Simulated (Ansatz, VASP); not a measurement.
## TaSb: VASP beside Ansatz

```
Ta Sb
1.0
     0.00000    2.46016    2.46016
     2.46016    0.00000    2.46016
     2.46016    2.46016    0.00000
Ta Sb
1 1
Cartesian
  0.0000 0.0000 0.0000
  2.4602 2.4602 2.4602
```

Change from the starting cell: volume scaled by 0.7, LAPW.

Alike in both runs: task single point; functional LDA; k mesh 13 × 13 × 13; occupations fermi-dirac, width 0.05 eV; no spin polarisation.

```csv
,VASP,Ansatz
version,VASP 6.6.1,Ansatz 0.2.0
potentials or method,"VASP PAW LDA potentials, release 64 (Ta_pv, Sb), cutoff 520 eV","all-electron LAPW, scalar-relativistic"
```

|  | VASP | Ansatz | Ansatz less VASP |
| --- | --- | --- | --- |
| pressure (GPa) | 108.1 | 105.8 | -2.36 |

LDA's correlation is that of Perdew and Zunger in VASP and of Perdew and Wang (1992) in Ansatz. Both programs put the cell under a high pressure, so it lies far from rest at this level. Ansatz ran all-electron here, and VASP with PAW potentials.

Neither program's run includes spin-orbit coupling. Noted on VASP's run: the cell as given lies far from equilibrium.
